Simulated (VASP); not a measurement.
# Sn (Fd-3m) in VASP: notebook

The runs below take Sn through single point, relaxation of volume and atoms at fixed shape, with r2SCAN.

Program: VASP 6.6.1. These are calculated values, not measurements. Logs are shortened: lines on timing, memory, paths and dates and some standing lists are left out, and cuts for length are marked.

## Step 1: The cell of the first run

It takes space group Fd-3m (No. 227, cubic). The conventional cell has a = 6.569 Å, b = 6.569 Å, c = 6.569 Å, α = 90.00°, β = 90.00°, γ = 90.00°. Within 3.7 Å of Sn (site symmetry -43m) lie 4 Sn at 2.84 Å.

This isn't the form of Sn at room conditions, which is tetragonal (white tin).

## Step 2: Single point, r2SCAN

The input, POSCAR:

```
Sn
1.0
    0.0000000000      3.2845113970      3.2845113970
    3.2845113970      0.0000000000      3.2845113970
    3.2845113970      3.2845113970      0.0000000000
Sn
2
Direct
    0.5000000000      0.5000000000      0.5000000000
    0.7500000000      0.7500000000      0.7500000000
```

The input, INCAR.step1:

```
  ALGO = Normal
  EDIFF = 1E-5
  ENCUT = 550
  GGA = PE
  GGA_COMPAT = False
  ISMEAR = 0
  LASPH = True
  LCHARG = False
  LREAL = False
  LWAVE = True
  NBANDS = 21
  NELM = 120
  PREC = Accurate
  SIGMA = 0.05
```

The input, INCAR.step2:

```
  ALGO = Normal
  EDIFF = 1E-6
  ENCUT = 550
  GGA_COMPAT = False
  ISIF = 2
  ISMEAR = 0
  ISTART = 1
  LASPH = True
  LCHARG = True
  LELF = True
  LMIXTAU = True
  LREAL = False
  LVHAR = True
  LWAVE = False
  METAGGA = R2SCAN
  NBANDS = 21
  NELM = 120
  PREC = Accurate
  SIGMA = 0.05
```

The input, KPOINTS:

```
k-points
0
Gamma
  6 6 6
```

Potentials or basis: VASP PAW PBE potentials, release 64 (Sn_d).

The run is started by

```console
$ cat potpaw_PBE.64/Sn_d/POTCAR > POTCAR
$ cp INCAR.step1 INCAR
$ mpirun -np 1 vasp_std > vasp.out
$ cp INCAR.step2 INCAR
$ mpirun -np 1 vasp_std > vasp.out
```

OUTCAR:

```text
EDIFF = 1E-6
   ENCUT = 550
   ISIF = 2
   ISMEAR = 0
   ISTART = 1
   LASPH = True
   LREAL = False
   METAGGA = R2SCAN
   NELM = 120
   PREC = Accurate

 ion  position               nearest neighbor table
   1  0.500  0.500  0.500-   2 2.84   2 2.84   2 2.84   2 2.84
   2  0.750  0.750  0.750-   1 2.84   1 2.84   1 2.84   1 2.84

  LATTYP: Found a face centered cubic cell.
 ALAT       =     6.5690227940

  Lattice vectors:

 A1 = (   0.0000000000,   3.2845113970,   3.2845113970)
 A2 = (   3.2845113970,   0.0000000000,   3.2845113970)
 A3 = (   3.2845113970,   3.2845113970,   0.0000000000)

Analysis of symmetry for initial positions (statically):
=====================================================================
 Subroutine PRICEL returns:
 Original cell was already a primitive cell.

 Routine SETGRP: Setting up the symmetry group for a
 face centered cubic supercell.

 Subroutine GETGRP returns: Found 48 space group operations
 (whereof 24 operations were pure point group operations)
 out of a pool of 48 trial point group operations.

The static configuration has the point symmetry T_d .
 The point group associated with its full space group is O_h .

Analysis of symmetry for dynamics (positions and initial velocities):
=====================================================================
 Subroutine PRICEL returns:
 Original cell was already a primitive cell.

 Routine SETGRP: Setting up the symmetry group for a
 face centered cubic supercell.

 Subroutine GETGRP returns: Found 48 space group operations
 (whereof 24 operations were pure point group operations)
 out of a pool of 48 trial point group operations.

The dynamic configuration has the point symmetry T_d .
 The point group associated with its full space group is O_h .

 Subroutine INISYM returns: Found 48 space group operations
 (whereof 24 operations are pure point group operations),
 and found     1 'primitive' translations

----------------------------------------------------------------------------------------

                                     Primitive cell

  volume of cell :      70.8667

  direct lattice vectors                    reciprocal lattice vectors
     0.000000000  3.284511397  3.284511397    -0.152229644  0.152229644  0.152229644
     3.284511397  0.000000000  3.284511397     0.152229644 -0.152229644  0.152229644
     3.284511397  3.284511397  0.000000000     0.152229644  0.152229644 -0.152229644

  length of vectors
     4.645000563  4.645000563  4.645000563     0.263669477  0.263669477  0.263669477

  position of ions in fractional coordinates (direct lattice)
     0.500000000  0.500000000  0.500000000
     0.750000000  0.750000000  0.750000000

  ion indices of the primitive-cell ions
   primitive index   ion index
                 1           1
                 2           2

----------------------------------------------------------------------------------------

 KPOINTS: k-points

Automatic generation of k-mesh.
 Grid dimensions read from file:
 generate k-points for:    6    6    6

 Generating k-lattice:

  Cartesian coordinates                     Fractional coordinates (reciprocal lattice)
    -0.025371607  0.025371607  0.025371607     0.166666667  0.000000000  0.000000000
     0.025371607 -0.025371607  0.025371607     0.000000000  0.166666667  0.000000000
     0.025371607  0.025371607 -0.025371607     0.000000000  0.000000000  0.166666667

  Length of vectors
     0.043944913  0.043944913  0.043944913

  Shift w.r.t. Gamma in fractional coordinates (k-lattice)
     0.000000000  0.000000000  0.000000000

 Subroutine IBZKPT returns following result:
 ===========================================

 Found     16 irreducible k-points:

 Following reciprocal coordinates:
            Coordinates               Weight
  0.000000  0.000000  0.000000      1.000000
  0.166667  0.000000  0.000000      8.000000
  0.333333  0.000000  0.000000      8.000000
  0.500000  0.000000  0.000000      4.000000
  0.166667  0.166667  0.000000      6.000000
  0.333333  0.166667  0.000000     24.000000
[... 8 lines left out ...]
 -0.333333  0.333333  0.166667     24.000000
 -0.333333  0.500000  0.166667     12.000000
   k-points           NKPTS =     16   k-points in BZ     NKDIM =     16   number of bands    NBANDS=     21
   number of dos      NEDOS =    301   number of ions     NIONS =      2
   total plane-waves  NPLWV =  46656
   dimension x,y,z NGX =    36 NGY =   36 NGZ =   36
   dimension x,y,z NGXF=    72 NGYF=   72 NGZF=   72
   ions per type =               2
   NGX,Y,Z   is equivalent  to a cutoff of  12.88, 12.88, 12.88 a.u.
   NGXF,Y,Z  is equivalent  to a cutoff of  25.77, 25.77, 25.77 a.u.
 SYSTEM =  unknown system
   PREC   = accura    normal or accurate (medium, high low for compatibility)
   ISTART =      1    job   : 0-new  1-cont  2-samecut
   ICHARG =      0    charge: 1-file 2-atom 10-const
   ISPIN  =      1    spin polarized calculation?
   LNONCOLLINEAR =      F non collinear calculations
   LSORBIT =      F    spin-orbit coupling
   LASPH  =      T    aspherical Exc in radial PAW
   ENCUT  =  550.0 eV  40.42 Ry    6.36 a.u.   8.88  8.88  8.88*2*pi/ulx,y,z
   NELM   =    120;   NELMIN=  2; NELMDL=  0     # of ELM steps
   EDIFF  = 0.1E-05   stopping-criterion for ELM
   LREAL  =      F    real-space projection
   EDIFFG = 0.1E-04   stopping-criterion for IOM
   NSW    =      0    number of steps for IOM
   IBRION =     -1    ionic relax: 0-MD 1-quasi-New 2-CG
   NFREE  =      0    steps in history (QN), initial steepest desc. (CG)
   ISIF   =      2    stress and relaxation
   ISYM   =      2    0-nonsym 1-usesym 2-fastsym
   POTIM  = 0.5000    time-step for ionic-motion
   TEBEG  =    0.0;   TEEND  =   0.0 temperature during run
   PSTRESS=    0.0 pullay stress
   NELECT =      28.0000    total number of electrons
   NUPDOWN=      -1.0000    fix difference up-down
   EMIN   =  10.00;   EMAX   =-10.00  energy-range for DOS
   EFERMI =   0.00;   METHOD = LEGACY
   ISMEAR =     0;   SIGMA  =   0.05  broadening in eV -4-tet -1-fermi 0-gaus
   EFERMI_NEDOS =   21; number of points for ismear=-14 and -15
   IALGO  =     38    algorithm
   IMIX   =      4    mixing-type and parameters
     AMIX     =   0.40;   BMIX     =  1.00
     AMIX_MAG =   1.60;   BMIX_MAG =  1.00
  volume/ion in A,a.u.               =      35.43       239.12
  Fermi-wavevector in a.u.,A,eV,Ry     =   1.201287  2.270103 19.634434  1.443090
  Thomas-Fermi vector in A             =   2.337100
   LORBIT       =      0    0 simple, 1 ext, 2 COOP (PROOUT), +10 PAW based schemes
   METAGGA = R2SCAN    functional components
   LHFCALC =     F    Hartree Fock is set to
   AEXX    =    0.0000 exact exchange contribution
   IVDW    =     0    specifies the selected vdW correction
   LEPSILON=     F    determine dielectric tensor
   LRPA    =     F    only Hartree local field effects (RPA)
 non-spin polarized calculation
 Gauss-broadening in eV      SIGMA  =   0.05
  energy-cutoff  :      550.00
  volume of cell :       70.87
 maximum number of plane-waves:      2090
   NGX = 17   NGY = 17   NGZ = 17

 number of electron      27.9999984 magnetization

 Free energy of the ion-electron system (eV)
  ---------------------------------------------------
  ext. energy  EPLUGINS =         0.00000000
  ---------------------------------------------------
  free energy    TOTEN  =       -49.46381228 eV

  energy without entropy =      -49.46323616  energy(sigma->0) =      -49.46352422

 E-fermi :   5.2134     XC(G=0):  -9.4155

 val. band max:        5.2076767213   @ k =   0.0000   0.0000   0.0000
 cond. band min:       5.2637272404   @ k =   0.5000   0.0000   0.0000
 fundamental gap:      0.0560505191
 Fermi energy:         5.2133570970

 k-point     1 :       0.0000    0.0000    0.0000
  band No.  band energies     occupation
      1     -17.1272      2.00000
      2     -17.1272      2.00000
      3     -17.1272      2.00000
      4     -17.0656      2.00000
      5     -17.0656      2.00000
      6     -16.7715      2.00000
[... 13 lines left out ...]
     20      13.3764      0.00000
     21      13.3764      0.00000

 k-point     2 :       0.1667    0.0000    0.0000
  band No.  band energies     occupation
      1     -17.1426      2.00000
      2     -17.1426      2.00000
      3     -17.1210      2.00000
      4     -17.0430      2.00000
      5     -17.0430      2.00000
      6     -16.7969      2.00000
[... 13 lines left out ...]
     20      12.3874      0.00000
     21      12.3874      0.00000

 k-point     3 :       0.3333    0.0000    0.0000
  band No.  band energies     occupation
      1     -17.1579      2.00000
      2     -17.1579      2.00000
      3     -17.1082      2.00000
      4     -17.0156      2.00000
      5     -17.0156      2.00000
      6     -16.8180      2.00000
[... 13 lines left out ...]
     20      12.8091      0.00000
     21      12.8091      0.00000

 k-point     4 :       0.5000    0.0000    0.0000
  band No.  band energies     occupation
      1     -17.1623      2.00000
      2     -17.1623      2.00000
      3     -17.1014      2.00000
      4     -17.0069      2.00000
      5     -17.0069      2.00000
      6     -16.8233      2.00000
[... 13 lines left out ...]
     20      14.3327      0.00000
     21      14.3425      0.00000

 k-point     5 :       0.1667    0.1667    0.0000
  band No.  band energies     occupation
      1     -17.1412      2.00000
      2     -17.1412      2.00000
      3     -17.1348      2.00000
      4     -17.0444      2.00000
      5     -17.0172      2.00000
      6     -16.8433      2.00000
[... 13 lines left out ...]
     20      12.1102      0.00000
     21      13.7005      0.00000
[... 190 lines left out ...]
     20      14.7661      0.00000
     21      15.9354      0.00000

 k-point    14 :       0.5000    0.3333    0.1667
  band No.  band energies     occupation
      1     -17.1828      2.00000
      2     -17.1772      2.00000
      3     -17.0689      2.00000
      4     -16.9875      2.00000
      5     -16.9427      2.00000
      6     -16.9178      2.00000
[... 13 lines left out ...]
     20      13.5117      0.00000
     21      15.3147      0.00000

 k-point    15 :      -0.3333    0.3333    0.1667
  band No.  band energies     occupation
      1     -17.1961      2.00000
      2     -17.1820      2.00000
      3     -17.0373      2.00000
      4     -16.9622      2.00000
      5     -16.9335      2.00000
      6     -16.9227      2.00000
[... 13 lines left out ...]
     20      14.8683      0.00000
     21      15.2528      0.00000

 k-point    16 :      -0.3333    0.5000    0.1667
  band No.  band energies     occupation
      1     -17.1902      2.00000
      2     -17.1902      2.00000
      3     -17.0064      2.00000
      4     -17.0064      2.00000
      5     -16.9134      2.00000
      6     -16.9134      2.00000
[... 13 lines left out ...]
     20      14.4930      0.00000
     21      15.7869      0.00000

------------------------ aborting loop because EDIFF is reached ----------------------------------------

  FORCE on cell =-STRESS in cart. coord.  units (eV):
  Direction    XX          YY          ZZ          XY          YZ          ZX
  --------------------------------------------------------------------------------------
  -------------------------------------------------------------------------------------
  Total       -0.0234821     -0.0234821     -0.0234821      0.0000000     -0.0000000     -0.0000000
  in kB       -0.5308910     -0.5308910     -0.5308910      0.0000000     -0.0000000     -0.0000000
  external PRESSURE =      -0.5308910 kB  Pullay stress =       0.0000000 kB

 VOLUME and BASIS-vectors are now :
 -----------------------------------------------------------------------------
  energy-cutoff  :      550.00
  volume of cell :       70.87
      direct lattice vectors                 reciprocal lattice vectors
     0.000000000  3.284511397  3.284511397    -0.152229644  0.152229644  0.152229644
     3.284511397  0.000000000  3.284511397     0.152229644 -0.152229644  0.152229644
     3.284511397  3.284511397  0.000000000     0.152229644  0.152229644 -0.152229644

 POSITION                                       TOTAL-FORCE (eV/Angst)
 -----------------------------------------------------------------------------------
      3.28451      3.28451      3.28451         0.000000      0.000000     -0.000000
      4.92677      4.92677      4.92677        -0.000000     -0.000000      0.000000
 -----------------------------------------------------------------------------------
    total drift:                                0.000000      0.000000      0.000000

  FREE ENERGIE OF THE ION-ELECTRON SYSTEM (eV)
  ---------------------------------------------------
  free  energy   TOTEN  =       -49.4638122790 eV

  energy  without entropy=      -49.4632361624  energy(sigma->0) =      -49.46352422
```

It took 72 s on 1 thread of AMD EPYC 7R13 (Zen 3), shared host; peak memory 0.18 GiB.

What came out:

```yaml
Free_energy: -49.4638 eV
Pressure: -0.1 GPa
Band_gap_on_the_k_mesh: zero (filled and empty bands touch)
```

Caveat: the PAW data sets were made with another functional, which shifts forces and pressure a little; spin-orbit coupling is left out, which moves the levels of the heavy elements.

## Step 3: Relaxation of volume and atoms at fixed shape, r2SCAN

This run uses another cell than the first one, of 33.80 Å³/atom.

The input, POSCAR:

```
Sn
1.0
    0.0000000000      3.2333430000      3.2333430000
    3.2333430000      0.0000000000      3.2333430000
    3.2333430000      3.2333430000      0.0000000000
Sn
2
Direct
    0.5000000000      0.5000000000      0.5000000000
    0.7500000000      0.7500000000      0.7500000000
```

The input, INCAR.step1:

```
PREC     = Accurate       # precision mode
ENCUT    = 550            # plane-wave cutoff, eV
ISMEAR   = 0              # smearing method
SIGMA    = 0.05           # smearing width, eV
LREAL    = F              # projectors in reciprocal space
LASPH    = T              # aspherical terms in the spheres
NELM     = 120            # most SCF steps
GGA      = PE             # functional
ALGO     = Normal         # electronic algorithm
EDIFF    = 1E-5           # SCF threshold, eV
LWAVE    = T              # write WAVECAR
LCHARG   = F              # write CHGCAR
GGA_COMPAT= F            
IBRION   = 2              # ionic algorithm
ISIF     = 3              # what is computed and relaxed
EDIFFG   = -0.005         # ionic threshold
NELMIN   = 4            
NSW      = 100            # ionic steps
```

The input, INCAR.step2:

```
PREC     = Accurate       # precision mode
ENCUT    = 550            # plane-wave cutoff, eV
EDIFF    = 1E-7           # SCF threshold, eV
ISMEAR   = 0              # smearing method
SIGMA    = 0.05           # smearing width, eV
LREAL    = F              # projectors in reciprocal space
LASPH    = T              # aspherical terms in the spheres
NELM     = 120            # most SCF steps
ALGO     = Normal         # electronic algorithm
ISIF     = 8              # what is computed and relaxed
LWAVE    = F              # write WAVECAR
LCHARG   = F              # write CHGCAR
METAGGA  = R2SCAN         # meta-GGA
LMIXTAU  = T            
IBRION   = 2              # ionic algorithm
NSW      = 80             # ionic steps
EDIFFG   = -0.02          # ionic threshold
ISTART   = 1            
GGA_COMPAT= F            
NELMIN   = 4
```

The input, KPOINTS:

```
Automatic mesh
0
Gamma
  6 6 6
```

Potentials or basis: VASP PAW PBE potentials, release 64 (Sn_d).

The run is started by

```console
$ cat potpaw_PBE.64/Sn_d/POTCAR > POTCAR
$ cp INCAR.step1 INCAR
$ mpirun -np 1 vasp_std > vasp.out
$ cp INCAR.step2 INCAR
$ mpirun -np 1 vasp_std > vasp.out
```

Wall time 5.7 min (1 thread of AMD EPYC 7R13 (Zen 3), shared host); peak memory 0.2 GiB.

It converged, with:

```yaml
Free_energy: -49.4624 eV
Relaxed_volume: 35.40 Å³/atom
Relaxed_cell: a = 4.644 Å, b = 4.644 Å, c = 4.644 Å, α = 60.00°, β = 60.00°, γ = 60.00°
Space_group_after_relaxing_to_0.1_Å: Fd-3m (No. 227)
Energy_gained_by_relaxing: 10.6 meV/atom
Ionic_steps: 3
Pressure_after_relaxing: 0.0 GPa
Band_gap_on_the_k_mesh: zero (filled and empty bands touch)
```

Step by step:
| step | energy change (eV) | largest force (eV/Å) | pressure (GPa) | volume (Å³) |
| --- | --- | --- | --- | --- |
| 1 | 0.0000 | 0.0000 | 2.23 | 67.61 |
| 2 | -0.0172 | 0.0000 | -0.84 | 72.32 |
| 3 | -0.0213 | 0.0000 | 0.00 | 70.81 |

Final structure:
```
Sn
1.0
     0.00000    3.28358    3.28358
     3.28358    0.00000    3.28358
     3.28358    3.28358    0.00000
Sn
2
Direct
  0.50000 0.50000 0.50000
  0.75000 0.75000 0.75000
```

Levels at points of the mesh, in eV from the Fermi level:
| k point | band 11 | band 12 | band 13 | band 14 | band 15 | band 16 | band 17 | band 18 |
| --- | --- | --- | --- | --- | --- | --- | --- | --- |
| (0.00, 0.00, 0.00) | -10.90 | -0.63 | -0.01 | -0.01 | -0.01 | 2.21 | 2.21 | 2.21 |
| (0.50, 0.00, 0.00) | -9.25 | -6.47 | -1.22 | -1.22 | 0.05 | 3.34 | 3.34 | 5.95 |
| (0.50, 0.50, 0.00) | -7.74 | -7.74 | -2.57 | -2.57 | 0.94 | 0.94 | 7.91 | 7.91 |

Caveat: the PAW data sets were made with another functional, which shifts forces and pressure a little; spin-orbit coupling is left out, which moves the levels of the heavy elements.
